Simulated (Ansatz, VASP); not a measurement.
# NaF: VASP beside Ansatz

Contents of INCAR:

```
SYSTEM = NaF
PREC     = Accurate       ! precision mode
ENCUT    = 520            ! plane-wave cutoff, eV
EDIFF    = 1E-7           ! SCF threshold, eV
ISMEAR   = 0              ! smearing method
SIGMA    = 0.05           ! smearing width, eV
LREAL    = .False.        ! projectors in reciprocal space
LASPH    = .True.         ! aspherical terms in the spheres
NELM     = 60             ! most SCF steps
ALGO     = Normal         ! electronic algorithm
ISIF     = 2              ! what is computed and relaxed
LWAVE    = .False.        ! write WAVECAR
LCHARG   = .True.         ! write CHGCAR
GGA      = PE             ! functional
LELF     = .True.         ! ELF
LVHAR    = .True.       
NBANDS   = 14             ! bands
```

Contents of KPOINTS:

```
regular mesh
0
Gamma
  10 10 10
  0 0 0
```

Contents of POSCAR:

```
NaF
1.0
    0.0000000000      2.6820539337      1.7433350569
    2.6820539337      0.0000000000      1.7433350569
    2.6820539337      2.6820539337      0.0000000000
Na F
1 1
Direct
    0.0000000000      0.0000000000      0.0000000000
    0.5000000000      0.5000000000      0.5000000000
```

Input for Ansatz:

```yaml
crystal:
  lattice:
    - [0.0, 2.6820539337, 1.7433350569]
    - [2.6820539337, 0.0, 1.7433350569]
    - [2.6820539337, 2.6820539337, 0.0]
  atoms:
    - { symbol: Na, position: [0.0, 0.0, 0.0] }
    - { symbol: F, position: [0.5, 0.5, 0.5] }
basis:
  ecutwfc: 420
kpoints:
  mp_grid: { grid: [10, 10, 10] }
hamiltonian:
  xc: pbe
scf:
  occupations: { method: gaussian, width: 0.05 }
output:
  forces: true
  stress: true
  eigenvalues: true
```

Alike in both runs: task single point; functional PBE; k mesh 10 × 10 × 10; occupations gaussian, width 0.05 eV; no spin polarisation.

|  | VASP | Ansatz |
| --- | --- | --- |
| version | VASP 6.6.1 | Ansatz 0.2.0 |
| potentials or method | VASP PAW PBE potentials, release 64 (Na_pv, F), cutoff 520 eV | scalar-relativistic, plane waves, PAW |
| valence electrons in the cell | 14 | 16 |

VASP gave:

* gap on the k mesh at the Fermi level (eV): 5.24
* least direct gap on the mesh (eV): 5.24

Q: Estimate Ansatz's values.

A: gap on the k mesh at the Fermi level (eV): 5.31; least direct gap on the mesh (eV): 5.31.

The functional is the same, so the differences come from potentials, cutoffs and numerics. VASP's potentials hold 14 valence electrons a cell and Ansatz's 16, so a difference there can come from the potentials and not from the codes.
